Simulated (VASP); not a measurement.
KI, 2 atoms in the cell. Symmetry: Fm-3m, No. 225, cubic system. The conventional cell has a = 7.066 Å, b = 7.066 Å, c = 7.066 Å, α = 90.00°, β = 90.00°, γ = 90.00°. K (site symmetry m-3m) has 6 I at 3.53 Å within 4.6 Å. Within 4.6 Å of I (site symmetry m-3m) lie 6 K at 3.53 Å. 

- Program: VASP 6.6.1
- Task: single point
- Functional: LDA
- Potentials or basis: VASP PAW LDA potentials, release 64 (K_sv, I)
- Cutoff: 500 eV
- k mesh: 4 × 4 × 4
- Occupations: gaussian, width 0.1 eV
- Spin: no spin polarisation
- Dipole correction: no
- Further INCAR settings: ALGO = Normal; EDIFF = 1e-06; NBANDS = 15

Potentials or basis: VASP PAW LDA potentials, release 64 (K_sv, I).

Launch:

```sh
$ cat potpaw_LDA.64/K_sv/POTCAR potpaw_LDA.64/I/POTCAR > POTCAR
$ mpirun -np 1 vasp_std > vasp.out
```

Hardware: 1 thread of Intel(R) Xeon(R) Platinum 8559C (Emerald Rapids) (shared host).

Question: How long does it take, and how much memory?

Answer: Run time: 5.7 s on 1 thread of Intel(R) Xeon(R) Platinum 8559C (Emerald Rapids), on a shared host, peak memory 0.17 GiB. Counts: scf iterations 12, k points 8.
